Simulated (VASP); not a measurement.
# Zn (P6_3/mmc) in VASP: relaxation of cell and atoms with PBEsol

Aim: the relaxation of cell and atoms of Zn with PBEsol.

Program: VASP 6.6.1. These are calculated values, not measurements. Logs are shortened: lines on timing, memory, paths and dates and some standing lists are left out, and cuts for length are marked.

## (1) The cell of the first run

It takes space group P6_3/mmc (No. 194, hexagonal). Conventional cell: a = 2.665 Å, b = 2.665 Å, c = 4.947 Å, α = 90.00°, β = 90.00°, γ = 120.00°. Zn (site symmetry -6m2) has 12 Zn at 2.66 to 2.91 Å within 3.5 Å.

## (2) Relaxation of cell and atoms, PBEsol

INCAR reads:

```
SYSTEM = Zn
PREC = Accurate
ENCUT = 600
EDIFF = 1E-6
ISMEAR = 0
SIGMA = 0.1
LREAL = .False.
LASPH = .True.
NELM = 80
ALGO = Normal
ISIF = 3
LWAVE = .False.
LCHARG = .False.
GGA = PS
IBRION = 2
NSW = 100
EDIFFG = -0.005
```

KPOINTS reads:

```
regular mesh
0
Gamma
  18 18 8
  0 0 0
```

POSCAR reads:

```
Zn
1.0
    2.6647980532      0.0000000000      0.0000000000
   -1.3323990266      2.3077828100      0.0000000000
    0.0000000000      0.0000000000      4.9467000000
Zn
2
Direct
    0.3333333333      0.6666666667      0.2500000000
    0.6666666667      0.3333333333      0.7500000000
```

Potentials or basis: VASP PAW PBE potentials, release 64 (Zn).

On the command line:

```bash
> cat potpaw_PBE.64/Zn/POTCAR > POTCAR
> mpirun -np 1 vasp_std > vasp.out
```

OUTCAR:

```text
SYSTEM = Zn
   PREC = Accurate
   ENCUT = 600
   EDIFF = 1E-6
   ISMEAR = 0
   LREAL = .False.
   LASPH = .True.
   NELM = 80
   ISIF = 3
   GGA = PS
   IBRION = 2
   NSW = 100
   EDIFFG = -0.005

 ion  position               nearest neighbor table
   1  0.333  0.667  0.250-   2 2.91   2 2.91   2 2.91   2 2.91   2 2.91   2 2.91
   2  0.667  0.333  0.750-   1 2.91   1 2.91   1 2.91   1 2.91   1 2.91   1 2.91

  LATTYP: Found a hexagonal cell.
 ALAT       =     2.6647980532
 C/A-ratio  =     1.8563132745

  Lattice vectors:

 A1 = (   2.6647980532,   0.0000000000,   0.0000000000)
 A2 = (  -1.3323990266,   2.3077828100,   0.0000000000)
 A3 = (   0.0000000000,   0.0000000000,   4.9467000000)

Analysis of symmetry for initial positions (statically):
=====================================================================
 Subroutine PRICEL returns:
 Original cell was already a primitive cell.

 Routine SETGRP: Setting up the symmetry group for a
 hexagonal supercell.

 Subroutine GETGRP returns: Found 24 space group operations
 (whereof 12 operations were pure point group operations)
 out of a pool of 24 trial point group operations.

The static configuration has the point symmetry D_3d.
 The point group associated with its full space group is D_6h.

Analysis of symmetry for dynamics (positions and initial velocities):
=====================================================================
 Subroutine PRICEL returns:
 Original cell was already a primitive cell.

 Routine SETGRP: Setting up the symmetry group for a
 hexagonal supercell.

 Subroutine GETGRP returns: Found 24 space group operations
 (whereof 12 operations were pure point group operations)
 out of a pool of 24 trial point group operations.

The dynamic configuration has the point symmetry D_3d.
 The point group associated with its full space group is D_6h.

 Subroutine INISYM returns: Found 24 space group operations
 (whereof 12 operations are pure point group operations),
 and found     1 'primitive' translations

----------------------------------------------------------------------------------------

                                     Primitive cell

  volume of cell :      30.4211

  direct lattice vectors                    reciprocal lattice vectors
     2.664798053  0.000000000  0.000000000     0.375262958  0.216658170  0.000000000
    -1.332399027  2.307782810  0.000000000     0.000000000  0.433316340  0.000000000
     0.000000000  0.000000000  4.946700000     0.000000000  0.000000000  0.202154972

  length of vectors
     2.664798053  2.664798053  4.946700000     0.433316340  0.433316340  0.202154972

  position of ions in fractional coordinates (direct lattice)
     0.333333333  0.666666667  0.250000000
     0.666666667  0.333333333  0.750000000

  ion indices of the primitive-cell ions
   primitive index   ion index
                 1           1
                 2           2

----------------------------------------------------------------------------------------

 KPOINTS: regular mesh

Automatic generation of k-mesh.
 Grid dimensions read from file:
 generate k-points for:   18   18    8

 Generating k-lattice:

  Cartesian coordinates                     Fractional coordinates (reciprocal lattice)
     0.020847942  0.012036565  0.000000000     0.055555556  0.000000000  0.000000000
     0.000000000  0.024073130  0.000000000     0.000000000  0.055555556  0.000000000
     0.000000000  0.000000000  0.025269372     0.000000000  0.000000000  0.125000000

  Length of vectors
     0.024073130  0.024073130  0.025269372

  Shift w.r.t. Gamma in fractional coordinates (k-lattice)
     0.000000000  0.000000000  0.000000000

 Subroutine IBZKPT returns following result:
 ===========================================

 Found    185 irreducible k-points:

 Following reciprocal coordinates:
            Coordinates               Weight
  0.000000  0.000000  0.000000      1.000000
  0.055556 -0.000000  0.000000      6.000000
  0.111111 -0.000000  0.000000      6.000000
  0.166667 -0.000000  0.000000      6.000000
  0.222222 -0.000000  0.000000      6.000000
  0.277778 -0.000000  0.000000      6.000000
[... 16 lines left out ...]
  0.333333  0.111111  0.000000     12.000000
  0.388889  0.111111  0.000000     12.000000
 [... further k-points ...]
   k-points           NKPTS =    185   k-points in BZ     NKDIM =    185   number of bands    NBANDS=     16
   number of dos      NEDOS =    301   number of ions     NIONS =      2
   total plane-waves  NPLWV =  23040
   dimension x,y,z NGX =    24 NGY =   24 NGZ =   40
   dimension x,y,z NGXF=    48 NGYF=   48 NGZF=   80
   ions per type =               2
   NGX,Y,Z   is equivalent  to a cutoff of  14.97, 14.97, 13.44 a.u.
   NGXF,Y,Z  is equivalent  to a cutoff of  29.95, 29.95, 26.89 a.u.
 SYSTEM =  Zn
   PREC   = accura    normal or accurate (medium, high low for compatibility)
   ISTART =      0    job   : 0-new  1-cont  2-samecut
   ICHARG =      2    charge: 1-file 2-atom 10-const
   ISPIN  =      1    spin polarized calculation?
   LNONCOLLINEAR =      F non collinear calculations
   LSORBIT =      F    spin-orbit coupling
   LASPH  =      T    aspherical Exc in radial PAW
   ENCUT  =  600.0 eV  44.10 Ry    6.64 a.u.   5.32  5.32  9.88*2*pi/ulx,y,z
   NELM   =     80;   NELMIN=  2; NELMDL= -5     # of ELM steps
   EDIFF  = 0.1E-05   stopping-criterion for ELM
   LREAL  =      F    real-space projection
   EDIFFG = -.5E-02   stopping-criterion for IOM
   NSW    =    100    number of steps for IOM
   IBRION =      2    ionic relax: 0-MD 1-quasi-New 2-CG
   NFREE  =      1    steps in history (QN), initial steepest desc. (CG)
   ISIF   =      3    stress and relaxation
   ISYM   =      2    0-nonsym 1-usesym 2-fastsym
   POTIM  = 0.5000    time-step for ionic-motion
   TEBEG  =    0.0;   TEEND  =   0.0 temperature during run
   PSTRESS=    0.0 pullay stress
   NELECT =      24.0000    total number of electrons
   NUPDOWN=      -1.0000    fix difference up-down
   EMIN   =  10.00;   EMAX   =-10.00  energy-range for DOS
   EFERMI =   0.00;   METHOD = LEGACY
   ISMEAR =     0;   SIGMA  =   0.10  broadening in eV -4-tet -1-fermi 0-gaus
   EFERMI_NEDOS =   21; number of points for ismear=-14 and -15
   IALGO  =     38    algorithm
   IMIX   =      4    mixing-type and parameters
     AMIX     =   0.40;   BMIX     =  1.00
     AMIX_MAG =   1.60;   BMIX_MAG =  1.00
  volume/ion in A,a.u.               =      15.21       102.65
  Fermi-wavevector in a.u.,A,eV,Ry     =   1.512703  2.858594 31.133805  2.288270
  Thomas-Fermi vector in A             =   2.622592
   LORBIT       =      0    0 simple, 1 ext, 2 COOP (PROOUT), +10 PAW based schemes
   GGA     = PS    functional components
   LHFCALC =     F    Hartree Fock is set to
   AEXX    =    0.0000 exact exchange contribution
   IVDW    =     0    specifies the selected vdW correction
   LEPSILON=     F    determine dielectric tensor
   LRPA    =     F    only Hartree local field effects (RPA)
 conjugate gradient relaxation of ions
 non-spin polarized calculation
 Gauss-broadening in eV      SIGMA  =   0.10
  energy-cutoff  :      600.00
  volume of cell :       30.42
 maximum number of plane-waves:      1051
 NGX is ok and might be reduce to    24
   NGX = 11   NGY = 11   NGZ = 19

--------------------------------------- Ionic step        1  -------------------------------------------

 number of electron      24.0000001 magnetization

 Free energy of the ion-electron system (eV)
  ---------------------------------------------------
  ext. energy  EPLUGINS =         0.00000000
  ---------------------------------------------------
  free energy    TOTEN  =        -3.13939942 eV

  energy without entropy =       -3.13686160  energy(sigma->0) =       -3.13813051

------------------------ aborting loop because EDIFF is reached ----------------------------------------

  FORCE on cell =-STRESS in cart. coord.  units (eV):
  Direction    XX          YY          ZZ          XY          YZ          ZX
  --------------------------------------------------------------------------------------
  -------------------------------------------------------------------------------------
  Total       -1.0855093     -1.0855093     -0.7186413      0.0000000      0.0000000      0.0000000
  in kB      -57.1701466    -57.1701466    -37.8484377      0.0000000      0.0000000      0.0000000
  external PRESSURE =     -50.7295770 kB  Pullay stress =       0.0000000 kB
[... 57 lines left out ...]
  energy  without entropy=       -3.1699041323  energy(sigma->0) =       -3.17107286

--------------------------------------- Ionic step        3  -------------------------------------------

 number of electron      23.9999998 magnetization

 Free energy of the ion-electron system (eV)
  ---------------------------------------------------
  ext. energy  EPLUGINS =         0.00000000
  ---------------------------------------------------
  free energy    TOTEN  =        -3.17263989 eV

  energy without entropy =       -3.17026675  energy(sigma->0) =       -3.17145332

 E-fermi :   3.5523     XC(G=0): -12.0398

 val. band max:        3.5378552485   @ k =   0.3333   0.2222   0.2500
 cond. band min:       3.5819589069   @ k =   0.2222   0.0556   0.1250
 fundamental gap:      0.0441036585
 Fermi energy:         3.5522683999

 k-point     1 :       0.0000    0.0000    0.0000
  band No.  band energies     occupation
      1      -7.5358      2.00000
      2      -5.5126      2.00000
      3      -4.6970      2.00000
      4      -4.4278      2.00000
      5      -4.4278      2.00000
      6      -4.3727      2.00000
[... 8 lines left out ...]
     15      21.0927      0.00000
     16      21.8418      0.00000
[... 420 lines left out ...]
  band No.  band energies     occupation
      1      -5.1490      2.00000
      2      -5.0509      2.00000
      3      -4.9430      2.00000
      4      -4.4350      2.00000
      5      -4.2817      2.00000
      6      -4.2700      2.00000
[... 8 lines left out ...]
     15       9.1923      0.00000
     16      10.4332      0.00000

 [... further k-points ...]
[... 5 lines left out ...]
  --------------------------------------------------------------------------------------
  -------------------------------------------------------------------------------------
  Total        0.0019012      0.0019012      0.0081461      0.0000000     -0.0000000      0.0000000
  in kB        0.1067663      0.1067663      0.4574587      0.0000000     -0.0000000      0.0000000
  external PRESSURE =       0.2236638 kB  Pullay stress =       0.0000000 kB
[... 17 lines left out ...]
  FREE ENERGIE OF THE ION-ELECTRON SYSTEM (eV)
  ---------------------------------------------------
  free  energy   TOTEN  =        -3.1726398906 eV

  energy  without entropy=       -3.1702667453  energy(sigma->0) =       -3.17145332

 reached required accuracy - stopping structural energy minimisation
```

Wall time 3.9 min (1 thread of Intel Xeon 8259CL, shared host); peak memory 0.23 GiB.

Results:

```
Free energy                           : -3.1726 eV
Relaxed volume                        : 14.27 Å³/atom
Relaxed cell                          : a = 2.601 Å, b = 2.601 Å, c = 4.869 Å, α = 90.00°, β = 90.00°, γ = 120.00°
Space group after relaxing (to 0.1 Å) : P6_3/mmc (No. 194)
Energy gained by relaxing             : 16.6 meV/atom
Ionic steps                           : 3
Pressure after relaxing               : 0.0 GPa
Band gap on the k mesh                : zero (bands 12 and 13 overlap by 4.77 eV)
```

The path:
| step | energy change (eV) | largest force (eV/Å) | pressure (GPa) | volume (Å³) |
| --- | --- | --- | --- | --- |
| 1 | 0.0000 | 0.0000 | -5.07 | 30.42 |
| 2 | -0.0328 | 0.0000 | 0.63 | 28.35 |
| 3 | -0.0332 | 0.0000 | 0.02 | 28.53 |

Final structure:
```xyz
2
Lattice="2.6013 0.0000 0.0000 -1.3006 2.2528 0.0000 0.0000 0.0000 4.8686" Properties=species:S:1:pos:R:3 pbc="T T T"
Zn    0.0000    1.5018    1.2172
Zn    1.3006    0.7509    3.6515
```

Caveat: the PAW data sets were made with another functional, which shifts forces and pressure a little.

The gap in the log of VASP goes by the Fermi energy; the results here count the filled bands.